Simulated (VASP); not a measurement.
A run of VASP 6.6.1 is set up as follows.

The input INCAR:

```
SYSTEM = MgO
ALGO = Normal
EDIFF = 1E-7
ENCUT = 520
GGA = PE
ISIF = 2
ISMEAR = -1
LASPH = .True.
LCHARG = .False.
LREAL = .False.
LWAVE = .False.
NBANDS = 11
NELM = 80
PREC = Accurate
SIGMA = 0.02
```

The input KPOINTS:

```
k-points
0
Gamma
  10 10 10
  0 0 0
```

Contents of POSCAR:

```
MgO
1.0
   -0.0747404213      2.1115136908      2.1115136908
    2.1115136908     -0.0747404213      2.1115136908
    2.1115136908      2.1115136908     -0.0747404213
Mg O
1 1
Direct
    0.0000000000      0.0000000000      0.0000000000
    0.5000000000      0.5000000000      0.5000000000
```

Potentials or basis: VASP PAW PBE potentials, release 64 (Mg, O).

Launch:

```console
$ cat potpaw_PBE.64/Mg/POTCAR potpaw_PBE.64/O/POTCAR > POTCAR
$ mpirun -np 1 vasp_std > vasp.out
```

Predict the band gap on the k mesh.

3.89 eV, direct.

Estimate the pressure.

-4.9 GPa.

Stress tensor (GPa, compression positive):
```
-4.89  4.45  4.45
 4.45 -4.89  4.45
 4.45  4.45 -4.89
```

Caveat: the cell differs from its parent crystal (epitaxial 111 strain +4.0%).
